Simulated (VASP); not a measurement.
Set up this calculation in VASP 6.6.1, as the native input.

```yaml
Task: single point
Functional: r2SCAN
Potentials_or_basis: VASP PAW PBE potentials, release 64 (Se)
Cutoff: 520 eV
k_mesh: 13 × 13 × 13
Occupations: fermi-dirac, width 0.1 eV
Spin: no spin polarisation
Dipole_correction: no
Further_INCAR_settings: ALGO = Normal; EDIFF = 1e-07; NBANDS = 9
```

Crystal: Se.

```xyz
1
Lattice="2.6969 0.0000 0.0000 0.0000 2.6969 0.0000 0.0000 0.0000 2.6969" Properties=species:S:1:pos:R:3 pbc="T T T"
Se    0.0000    0.0000    0.0000
```

This isn't the form of Se at room conditions, which is trigonal, of chains.

The input as run:

POSCAR

```
Se
1.0
    2.6969002421      0.0000000000      0.0000000000
    0.0000000000      2.6969002421      0.0000000000
    0.0000000000      0.0000000000      2.6969002421
Se
1
Direct
    0.0000000000      0.0000000000      0.0000000000
```

INCAR.step1

```
SYSTEM = Se
ALGO = Normal ; EDIFF = 1E-4
ENCUT = 520 ; GGA = PE
ISMEAR = -1 ; LASPH = .TRUE.
LCHARG = .FALSE. ; LREAL = .FALSE.
LWAVE = .TRUE. ; NBANDS = 9
NELM = 100 ; PREC = Accurate
SIGMA = 0.1
```

INCAR.step2

```
SYSTEM = Se
ALGO = Normal ; EDIFF = 1E-7
ENCUT = 520 ; ISIF = 2
ISMEAR = -1 ; ISTART = 1
LASPH = .TRUE. ; LCHARG = .TRUE.
LELF = .TRUE. ; LMIXTAU = .TRUE.
LREAL = .FALSE. ; LVHAR = .TRUE.
LWAVE = .FALSE. ; METAGGA = R2SCAN
NBANDS = 9 ; NELM = 100
PREC = Accurate ; SIGMA = 0.1
```

KPOINTS

```
k-points
0
G
  13 13 13
  0 0 0
```

Potentials or basis: VASP PAW PBE potentials, release 64 (Se).

Run with:

```bash
$ cat potpaw_PBE.64/Se/POTCAR > POTCAR
$ cp INCAR.step1 INCAR
$ mpirun -np 1 vasp_std > vasp.out
$ cp INCAR.step2 INCAR
$ mpirun -np 1 vasp_std > vasp.out
```

It gave:

```yaml
Pressure: 13.1 GPa
Band_gap_on_the_k_mesh: zero (bands 3 and 4 overlap by 7.61 eV)
```

Caveat: the cell stands under pressure; the PAW data sets were made with another functional, which shifts forces and pressure a little.

Wall time 37 s on 1 thread of Intel Xeon 8259CL, on a shared host, peak memory 0.14 GiB.
